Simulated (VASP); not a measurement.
# HgTe (F-43m) in VASP: settings compared

HgTe is run at these levels: PBE-based screened hybrid with 25 % exact exchange, PBE; tasks: single point.

Program: VASP 6.6.1. These are calculated values, not measurements. Logs are shortened: lines on timing, memory, paths and dates and some standing lists are left out, and cuts for length are marked.

## (1) The cell of the first run

It takes space group F-43m (No. 216, cubic). The conventional cell has a = 6.472 Å, b = 6.472 Å, c = 6.472 Å, α = 90.00°, β = 90.00°, γ = 90.00°. Within 3.7 Å of Hg (site symmetry -43m) lie 4 Te at 2.80 Å. Within 3.7 Å of Te (site symmetry -43m) lie 4 Hg at 2.80 Å.

## (2) Single point, PBE-based screened hybrid with 25 % exact exchange

POSCAR reads:

```
HgTe
1.0
    0.0000000000      3.2357886999      3.2357886999
    3.2357886999      0.0000000000      3.2357886999
    3.2357886999      3.2357886999      0.0000000000
Hg Te
1 1
Direct
    0.0000000000      0.0000000000      0.0000000000
    0.7500000000      0.7500000000      0.7500000000
```

INCAR.step1 reads:

```
PREC = Accurate ; ENCUT = 520
EDIFF = 1E-5 ; ISMEAR = -1
SIGMA = 0.05 ; LREAL = False
LASPH = True ; NELM = 80
ALGO = Normal ; ISIF = 2
LWAVE = True ; LCHARG = False
NBANDS = 16 ; GGA = PE
```

INCAR.step2 reads:

```
PREC = Accurate ; ENCUT = 520
EDIFF = 1E-6 ; ISMEAR = -1
SIGMA = 0.05 ; LREAL = False
LASPH = True ; NELM = 80
ALGO = Normal ; ISIF = 2
LWAVE = False ; LCHARG = False
GGA = PE ; LHFCALC = True
AEXX = 0.25 ; HFSCREEN = 0.3
PRECFOCK = Normal ; NBANDS = 16
ISTART = 1
```

KPOINTS reads:

```
regular mesh
0
Gamma
  4 4 4
```

Potentials or basis: VASP PAW PBE potentials, release 64 (Hg, Te).

The run is started by

```console
$ cat potpaw_PBE.64/Hg/POTCAR potpaw_PBE.64/Te/POTCAR > POTCAR
$ cp INCAR.step1 INCAR
$ mpirun -np 1 vasp_std > vasp.out
$ cp INCAR.step2 INCAR
$ mpirun -np 1 vasp_std > vasp.out
```

OUTCAR:

```text
PREC = Accurate
   ENCUT = 520
   EDIFF = 1E-6
   ISMEAR = -1
   LREAL = False
   LASPH = True
   NELM = 80
   ISIF = 2
   GGA = PE
   LHFCALC = True
   AEXX = 0.25
   HFSCREEN = 0.3
   PRECFOCK = Normal
   ISTART = 1

 ion  position               nearest neighbor table
   1  0.000  0.000  0.000-   2 2.80   2 2.80   2 2.80   2 2.80
   2  0.750  0.750  0.750-   1 2.80   1 2.80   1 2.80   1 2.80

  LATTYP: Found a face centered cubic cell.
 ALAT       =     6.4715773998

  Lattice vectors:

 A1 = (   0.0000000000,   3.2357886999,   3.2357886999)
 A2 = (   3.2357886999,   0.0000000000,   3.2357886999)
 A3 = (   3.2357886999,   3.2357886999,   0.0000000000)

Analysis of symmetry for initial positions (statically):
=====================================================================
 Subroutine PRICEL returns:
 Original cell was already a primitive cell.

 Routine SETGRP: Setting up the symmetry group for a
 face centered cubic supercell.

 Subroutine GETGRP returns: Found 24 space group operations
 (whereof 24 operations were pure point group operations)
 out of a pool of 48 trial point group operations.

The static configuration has the point symmetry T_d .

Analysis of symmetry for dynamics (positions and initial velocities):
=====================================================================
 Subroutine PRICEL returns:
 Original cell was already a primitive cell.

 Routine SETGRP: Setting up the symmetry group for a
 face centered cubic supercell.

 Subroutine GETGRP returns: Found 24 space group operations
 (whereof 24 operations were pure point group operations)
 out of a pool of 48 trial point group operations.

The dynamic configuration has the point symmetry T_d .

 Subroutine INISYM returns: Found 24 space group operations
 (whereof 24 operations are pure point group operations),
 and found     1 'primitive' translations

----------------------------------------------------------------------------------------

                                     Primitive cell

  volume of cell :      67.7595

  direct lattice vectors                    reciprocal lattice vectors
     0.000000000  3.235788700  3.235788700    -0.154521833  0.154521833  0.154521833
     3.235788700  0.000000000  3.235788700     0.154521833 -0.154521833  0.154521833
     3.235788700  3.235788700  0.000000000     0.154521833  0.154521833 -0.154521833

  length of vectors
     4.576096264  4.576096264  4.576096264     0.267639665  0.267639665  0.267639665

  position of ions in fractional coordinates (direct lattice)
     0.000000000  0.000000000  0.000000000
     0.750000000  0.750000000  0.750000000

  ion indices of the primitive-cell ions
   primitive index   ion index
                 1           1
                 2           2

----------------------------------------------------------------------------------------

 KPOINTS: regular mesh

Automatic generation of k-mesh.
 Grid dimensions read from file:
 generate k-points for:    4    4    4

 Generating k-lattice:

  Cartesian coordinates                     Fractional coordinates (reciprocal lattice)
    -0.038630458  0.038630458  0.038630458     0.250000000  0.000000000  0.000000000
     0.038630458 -0.038630458  0.038630458     0.000000000  0.250000000  0.000000000
     0.038630458  0.038630458 -0.038630458     0.000000000  0.000000000  0.250000000

  Length of vectors
     0.066909916  0.066909916  0.066909916

  Shift w.r.t. Gamma in fractional coordinates (k-lattice)
     0.000000000  0.000000000  0.000000000

 Subroutine IBZKPT returns following result:
 ===========================================

 Found      8 irreducible k-points:

 Following reciprocal coordinates:
            Coordinates               Weight
  0.000000  0.000000  0.000000      1.000000
  0.250000  0.000000  0.000000      8.000000
  0.500000  0.000000  0.000000      4.000000
  0.250000  0.250000  0.000000      6.000000
  0.500000  0.250000  0.000000     24.000000
 -0.250000  0.250000  0.000000     12.000000
  0.500000  0.500000  0.000000      3.000000
 -0.250000  0.500000  0.250000      6.000000
   k-points           NKPTS =      8   k-points in BZ     NKDIM =     64   number of bands    NBANDS=     16
   number of dos      NEDOS =    301   number of ions     NIONS =      2
   total plane-waves  NPLWV =  46656
   dimension x,y,z NGX =    36 NGY =   36 NGZ =   36
   dimension x,y,z NGXF=    72 NGYF=   72 NGZF=   72
   ions per type =               1   1
   NGX,Y,Z   is equivalent  to a cutoff of  13.08, 13.08, 13.08 a.u.
   NGXF,Y,Z  is equivalent  to a cutoff of  26.16, 26.16, 26.16 a.u.
 SYSTEM =  unknown system
   PREC   = accura    normal or accurate (medium, high low for compatibility)
   ISTART =      1    job   : 0-new  1-cont  2-samecut
   ICHARG =      0    charge: 1-file 2-atom 10-const
   ISPIN  =      1    spin polarized calculation?
   LNONCOLLINEAR =      F non collinear calculations
   LSORBIT =      F    spin-orbit coupling
   LASPH  =      T    aspherical Exc in radial PAW
   ENCUT  =  520.0 eV  38.22 Ry    6.18 a.u.   8.51  8.51  8.51*2*pi/ulx,y,z
   NELM   =     80;   NELMIN=  2; NELMDL=  0     # of ELM steps
   EDIFF  = 0.1E-05   stopping-criterion for ELM
   LREAL  =      F    real-space projection
   EDIFFG = 0.1E-04   stopping-criterion for IOM
   NSW    =      0    number of steps for IOM
   IBRION =     -1    ionic relax: 0-MD 1-quasi-New 2-CG
   NFREE  =      0    steps in history (QN), initial steepest desc. (CG)
   ISIF   =      2    stress and relaxation
   ISYM   =      3    0-nonsym 1-usesym 2-fastsym
   POTIM  = 0.5000    time-step for ionic-motion
   TEBEG  =    0.0;   TEEND  =   0.0 temperature during run
   PSTRESS=    0.0 pullay stress
   NELECT =      18.0000    total number of electrons
   NUPDOWN=      -1.0000    fix difference up-down
   EMIN   =  10.00;   EMAX   =-10.00  energy-range for DOS
   EFERMI =   0.00;   METHOD = LEGACY
   ISMEAR =    -1;   SIGMA  =   0.05  broadening in eV -4-tet -1-fermi 0-gaus
   EFERMI_NEDOS =   21; number of points for ismear=-14 and -15
   IALGO  =     38    algorithm
   IMIX   =      1    mixing-type and parameters
     AMIX     =   0.40;   BMIX     =  1.00
     AMIX_MAG =   1.60;   BMIX_MAG =  1.00
  volume/ion in A,a.u.               =      33.88       228.63
  Fermi-wavevector in a.u.,A,eV,Ry     =   1.052387  1.988723 15.068705  1.107519
  Thomas-Fermi vector in A             =   2.187468
   LORBIT       =      0    0 simple, 1 ext, 2 COOP (PROOUT), +10 PAW based schemes
   GGA     = PE    functional components
   LHFCALC =     T    Hartree Fock is set to
   PRECFOCK=normal    Normal, Fast or Accurate (Low or Medium for compatibility)
   ENCUT4O =  -1.0   cutoff for four orbital integrals eV
   NKREDX  =     1    reduce k-point grid by
   NKREDY  =     1    reduce k-point grid by
   NKREDZ  =     1    reduce k-point grid by
   AEXX    =    0.2500 exact exchange contribution
   HFSCREEN=    0.3000 screening length (either q_TF or 0.3 A-1)
   HFSCREENC=   0.3000 screening length for correlation (either q_TF or 0.3 A-1)
   ENCUTFOCK=  -1.0 apply spherical cutoff to Coloumb kernel
   IVDW    =     0    specifies the selected vdW correction
   LEPSILON=     F    determine dielectric tensor
   LRPA    =     F    only Hartree local field effects (RPA)
 non-spin polarized calculation
  energy-cutoff  :      520.00
  volume of cell :       67.76
 maximum number of plane-waves:      1850
 NGX is ok and might be reduce to    36
  NGX = 28; NGY = 28; NGZ = 28

 number of electron      18.0000002 magnetization

 Free energy of the ion-electron system (eV)
  ---------------------------------------------------
  ext. energy  EPLUGINS =         0.00000000
  ---------------------------------------------------
  free energy    TOTEN  =        -4.46209268 eV

  energy without entropy =       -4.45906600  energy(sigma->0) =       -4.46057934

 E-fermi :   2.7333     XC(G=0):  -7.4103

 val. band max:        2.6983191159   @ k =   0.0000   0.0000   0.0000
 cond. band min:       3.9143922469   @ k =   0.5000   0.0000   0.0000
 fundamental gap:      1.2160731309
 Fermi energy:         2.7333327276

 k-point     1 :       0.0000    0.0000    0.0000
  band No.  band energies     occupation
      1     -10.1816      2.00000
      2      -5.6411      2.00000
      3      -5.6411      2.00000
      4      -5.6411      2.00000
      5      -5.1133      2.00000
      6      -5.1133      2.00000
[... 8 lines left out ...]
     15      12.9819      0.00000
     16      12.9819      0.00000

 k-point     2 :       0.2500    0.0000    0.0000
  band No.  band energies     occupation
      1      -9.8879      2.00000
      2      -5.5710      2.00000
      3      -5.5710      2.00000
      4      -5.4373      2.00000
      5      -5.1141      2.00000
      6      -5.1141      2.00000
[... 8 lines left out ...]
     15      11.8844      0.00000
     16      11.8844      0.00000

 k-point     3 :       0.5000    0.0000    0.0000
  band No.  band energies     occupation
      1      -9.5709      2.00000
      2      -5.5160      2.00000
      3      -5.5160      2.00000
      4      -5.0933      2.00000
      5      -5.0933      2.00000
      6      -4.7476      2.00000
[... 8 lines left out ...]
     15      13.5586      0.00000
     16      13.5586      0.00000

 k-point     4 :       0.2500    0.2500    0.0000
  band No.  band energies     occupation
      1      -9.7881      2.00000
      2      -5.5141      2.00000
      3      -5.4872      2.00000
      4      -5.4872      2.00000
      5      -5.1309      2.00000
      6      -5.0828      2.00000
[... 8 lines left out ...]
     15      13.3065      0.00000
     16      13.6121      0.00000

 k-point     5 :       0.5000    0.2500    0.0000
  band No.  band energies     occupation
      1      -9.4694      2.00000
      2      -5.4637      2.00000
      3      -5.4084      2.00000
      4      -5.2199      2.00000
      5      -5.0808      2.00000
      6      -4.7375      2.00000
[... 8 lines left out ...]
     15      13.8063      0.00000
     16      14.1258      0.00000

 k-point     6 :      -0.2500    0.2500    0.0000
  band No.  band energies     occupation
      1      -9.5764      2.00000
      2      -5.4828      2.00000
      3      -5.4809      2.00000
      4      -5.1621      2.00000
      5      -5.1301      2.00000
      6      -4.9572      2.00000
[... 8 lines left out ...]
     15      12.8824      0.00000
     16      14.0707      0.00000

 k-point     7 :       0.5000    0.5000    0.0000
  band No.  band energies     occupation
      1      -9.3609      2.00000
      2      -5.4076      2.00000
      3      -5.3028      2.00000
      4      -5.3028      2.00000
      5      -5.0521      2.00000
      6      -4.5821      2.00000
[... 8 lines left out ...]
     15      13.7888      0.00000
     16      14.9485      0.00000

 k-point     8 :      -0.2500    0.5000    0.2500
  band No.  band energies     occupation
      1      -9.3628      2.00000
      2      -5.4038      2.00000
      3      -5.3763      2.00000
      4      -5.1665      2.00000
      5      -5.1359      2.00000
      6      -4.4220      2.00000
[... 8 lines left out ...]
     15      14.5900      0.00000
     16      14.6388      0.00000

------------------------ aborting loop because EDIFF is reached ----------------------------------------

  FORCE on cell =-STRESS in cart. coord.  units (eV):
  Direction    XX          YY          ZZ          XY          YZ          ZX
  --------------------------------------------------------------------------------------
  -------------------------------------------------------------------------------------
  Total        1.0706065      1.0706065      1.0706065     -0.0000000      0.0000000     -0.0000000
  in kB       25.3145366     25.3145366     25.3145366     -0.0000000      0.0000000     -0.0000000
  external PRESSURE =      25.3145366 kB  Pullay stress =       0.0000000 kB

 VOLUME and BASIS-vectors are now :
 -----------------------------------------------------------------------------
  energy-cutoff  :      520.00
  volume of cell :       67.76
      direct lattice vectors                 reciprocal lattice vectors
     0.000000000  3.235788700  3.235788700    -0.154521833  0.154521833  0.154521833
     3.235788700  0.000000000  3.235788700     0.154521833 -0.154521833  0.154521833
     3.235788700  3.235788700  0.000000000     0.154521833  0.154521833 -0.154521833

 POSITION                                       TOTAL-FORCE (eV/Angst)
 -----------------------------------------------------------------------------------
      0.00000      0.00000      0.00000        -0.000000     -0.000000     -0.000000
      4.85368      4.85368      4.85368         0.000000      0.000000      0.000000
 -----------------------------------------------------------------------------------
    total drift:                                0.000041      0.000042      0.000045

  FREE ENERGIE OF THE ION-ELECTRON SYSTEM (eV)
  ---------------------------------------------------
  free  energy   TOTEN  =        -4.4620926814 eV

  energy  without entropy=       -4.4590660000  energy(sigma->0) =       -4.46057934
```

Wall time 7.9 min (1 thread of Intel Xeon 6975P-C (Granite Rapids), shared host); peak memory 0.32 GiB.

Results:

```
Free energy            : -4.4621 eV
Pressure               : 2.5 GPa
Band gap on the k mesh : zero (filled and empty bands touch)
```

Caveat: the k points lie up to 0.42 Å⁻¹ apart; the PAW data sets were made with another functional, which shifts forces and pressure a little; spin-orbit coupling is left out, which moves the levels of the heavy elements.

## (3) Single point, PBE-based screened hybrid with 25 % exact exchange

This run uses another cell than the first one, of 34.54 Å³/atom.

POSCAR reads:

```
HgTe
1.0
    0.0000000000      3.2568009036      3.2568009036
    3.2568009036      0.0000000000      3.2568009036
    3.2568009036      3.2568009036      0.0000000000
Hg Te
1 1
Direct
    0.0000000000      0.0000000000      0.0000000000
    0.7500000000      0.7500000000      0.7500000000
```

Edit INCAR.step1 of step 2 so:

```diff
@@ -6,2 +6,2 @@
 LWAVE = True ; LCHARG = False
-NBANDS = 16 ; GGA = PE
+GGA = PE ; NBANDS = 16
```

INCAR.step2 reads:

```
PREC = Accurate ; ENCUT = 520
EDIFF = 1E-7 ; ISMEAR = -1
SIGMA = 0.05 ; LREAL = False
LASPH = True ; NELM = 80
ALGO = Normal ; ISIF = 2
LWAVE = False ; LCHARG = False
GGA = PE ; LHFCALC = True
AEXX = 0.25 ; HFSCREEN = 0.3
PRECFOCK = Normal ; ISTART = 1
NBANDS = 16
```

KPOINTS reads:

```
Automatic mesh
0
Gamma
  4 4 4
```

Potentials or basis: VASP PAW PBE potentials, release 64 (Hg, Te).

The run is started by

```console
$ cat potpaw_PBE.64/Hg/POTCAR potpaw_PBE.64/Te/POTCAR > POTCAR
$ cp INCAR.step1 INCAR
$ mpirun -np 1 vasp_std > vasp.out
$ cp INCAR.step2 INCAR
$ mpirun -np 1 vasp_std > vasp.out
```

Wall time 8.9 min (1 thread of Intel Xeon 6975P-C (Granite Rapids), shared host); peak memory 0.31 GiB.

Results (log left out):

| Item | Value |
| --- | --- |
| Free energy | -4.4795 eV |
| Pressure | 1.6 GPa |
| Band gap on the k mesh | zero (filled and empty bands touch) |

Levels at points of the mesh, in eV from the Fermi level:
```
           k point  band 7  band 8  band 9  band 10  band 11  band 12
(0.00, 0.00, 0.00)   -0.32   -0.03   -0.03    -0.03     4.82     4.82
(0.50, 0.00, 0.00)   -5.68   -1.04   -1.04     1.18     5.63     5.63
(0.50, 0.50, 0.00)   -5.67   -2.35   -2.35     2.40     2.95     8.92
```

Caveat: the k points lie up to 0.42 Å⁻¹ apart; the PAW data sets were made with another functional, which shifts forces and pressure a little; spin-orbit coupling is left out, which moves the levels of the heavy elements.

(Continued in part 2 of 2.)

The gap in the log of VASP goes by the Fermi energy; the results here count the filled bands.